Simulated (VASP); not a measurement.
Here is a VASP 6.6.1 calculation.

INCAR

```
PREC     = Accurate       # precision mode
ENCUT    = 520            # plane-wave cutoff, eV
EDIFF    = 1E-6           # SCF threshold, eV
ISMEAR   = -1             # smearing method
SIGMA    = 0.08           # smearing width, eV
LREAL    = F              # projectors in reciprocal space
LASPH    = T              # aspherical terms in the spheres
NELM     = 100            # most SCF steps
ALGO     = Normal         # electronic algorithm
ISIF     = 2              # what is computed and relaxed
LWAVE    = F              # write WAVECAR
LCHARG   = F              # write CHGCAR
GGA      = PE             # functional
NBANDS   = 14             # bands
```

The input KPOINTS:

```
regular mesh
0
Gamma
  14 14 13
```

Contents of POSCAR:

```
HfC
1.0
    3.0833603594      0.0000000000      0.0000000000
   -1.5416801797      2.6702684002      0.0000000000
    0.0000000000      0.0000000000      2.8239579804
Hf C
1 1
Direct
    0.0000000000      0.0000000000      0.0000000000
    0.3333333333      0.6666666667      0.5000000000
```

Potentials or basis: VASP PAW PBE potentials, release 64 (Hf_pv, C).

The run is started by

```console
$ cat potpaw_PBE.64/Hf_pv/POTCAR potpaw_PBE.64/C/POTCAR > POTCAR
$ mpirun -np 1 vasp_std > vasp.out
```

(1) What does it give for the band gap on the k mesh?

(2) Estimate the pressure.

Results:

(1) zero (bands 7 and 8 overlap by 0.16 eV).

(2) 31.5 GPa.

Caveat: the cell stands under pressure; spin-orbit coupling is left out, which moves the levels of the heavy elements.
